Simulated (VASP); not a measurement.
Input of a VASP 6.6.1 run:

Contents of INCAR:

```
ALGO = Fast ; EDIFF = 1E-7
ENCUT = 520 ; GGA = PE
ISIF = 2 ; ISMEAR = 0
LASPH = True ; LCHARG = False
LREAL = False ; LWAVE = False
NBANDS = 9 ; NELM = 100
PREC = Accurate ; SIGMA = 0.15
```

KPOINTS

```
k-points
0
Gamma
  24 24 14
```

Contents of POSCAR:

```
Be
1.0
    2.3643105112      0.0000000000      0.0000000000
   -1.1821552556      2.0475529651      0.0000000000
    0.0000000000      0.0000000000      3.4061958257
Be
2
Direct
    0.3333333333      0.6666666667      0.2500000000
    0.6666666667      0.3333333333      0.7500000000
```

Potentials or basis: VASP PAW PBE potentials, release 64 (Be).

Command:

```bash
$ cat potpaw_PBE.64/Be/POTCAR > POTCAR
$ mpirun -np 1 vasp_std > vasp.out
```

Q: Predict the band gap on the k mesh.

A: Zero (band 2 reaches 7.71 eV, above the bottom of band 3 at 5.16 eV).

Q: Estimate the pressure.

A: -2.9 GPa.

Stress tensor (GPa, compression positive):
```
-11.15   0.00   0.00
  0.00 -11.15   0.00
  0.00   0.00  13.67
```
